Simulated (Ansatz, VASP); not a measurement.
## Two plane-wave programs on OsCl3

File INCAR:

```
  PREC = Accurate
  ENCUT = 520
  EDIFF = 1E-6
  ISMEAR = 0
  SIGMA = 0.05
  LREAL = F
  LASPH = T
  NELM = 150
  ALGO = Normal
  ISIF = 2
  LWAVE = F
  LCHARG = T
  ISPIN = 2
  MAGMOM = 0.5 0 0 0
  LORBIT = 11
  LMAXMIX = 4
  LDAU = T
  LDAUTYPE = 2
  LDAUL = 2 -1
  LDAUU = 2 0
  LDAUJ = 0 0
  LDAUPRINT = 1
  GGA = PE
  LELF = T
  LVHAR = T
  NBANDS = 26
```

KPOINTS

```
regular mesh
0
Gamma
  6 6 6
```

File POSCAR:

```
OsCl3
1.0
    4.8189849265      0.0000000000      0.0000000000
    0.0000000000      4.8189849265      0.0000000000
    0.0000000000      0.0000000000      4.8189849265
Os Cl
1 3
Direct
    0.0000000000      0.0000000000      0.0000000000
    0.5000000000      0.0000000000      0.0000000000
    0.0000000000      0.0000000000      0.5000000000
    0.0000000000      0.5000000000      0.0000000000
```

Input for Ansatz:

```yaml
crystal:
  lattice:
    - [4.8189849265, 0.0, 0.0]
    - [0.0, 4.8189849265, 0.0]
    - [0.0, 0.0, 4.8189849265]
  atoms:
    - { symbol: Os, position: [0.0, 0.0, 0.0], spin: 0.5 }
    - { symbol: Cl, position: [0.5, 0.0, 0.0] }
    - { symbol: Cl, position: [0.0, 0.0, 0.5] }
    - { symbol: Cl, position: [0.0, 0.5, 0.0] }
basis:
  ecutwfc: 420
  ecutrho_ratio: 4
kpoints:
  mp_grid: { grid: [6, 6, 6] }
hamiltonian:
  xc: pbe
  hubbard: { sites: [{ species: Os, l: d, u_eff: 2.0 }] }
scf:
  occupations: { method: gaussian, width: 0.05 }
  lower_state_search: "off"
output:
  forces: true
  stress: true
  eigenvalues: true
  populations: true
  hubbard: { sites: [{ species: Os, l: d }] }
magnetization:
  spin_polarized: true
checkpoint:
  read: start.run
  write: ck
  compress: false
  write_wavefunctions: false
  write_every: 100000
```

Alike in both runs: task single point; functional PBE; k mesh 6 × 6 × 6; occupations gaussian, width 0.05 eV; collinear spin; Hubbard terms Os d U = 2.0 eV.

|  | VASP | Ansatz |
| --- | --- | --- |
| version | VASP 6.6.1 | Ansatz 0.2.0 |
| potentials or method | VASP PAW PBE potentials, release 64 (Os, Cl), cutoff 520 eV | scalar-relativistic, plane waves, PAW |
| valence electrons in the cell | 29 | 37 |

```tsv
	VASP	Ansatz	Ansatz less VASP
gap on the k mesh at the Fermi level (eV)	none	none	-
pressure (GPa)	1.1	0.1	-1.01
traceless stress, the component that is largest in VASP (GPa)	0.00	-0.10	-0.099
net moment per atom (μB)	0.77	0.65	-0.125
size of the moment on the site where the two differ most (μB)	2.76	1.70	-1.065
```

The net moments are unlike, so the other rows may belong to different states. Site moments also hang on the region over which each program counts them. The programs project onto different local orbitals, so the same U acts differently, and such runs can settle in different states. A gap of «none» marks a metal or a gap that the smearing closes. VASP's potentials hold 29 valence electrons a cell and Ansatz's 37, so a difference there can come from the potentials and not from the codes. Ansatz's warnings: filled band counts differ across k points.

Neither program's run includes spin-orbit coupling.
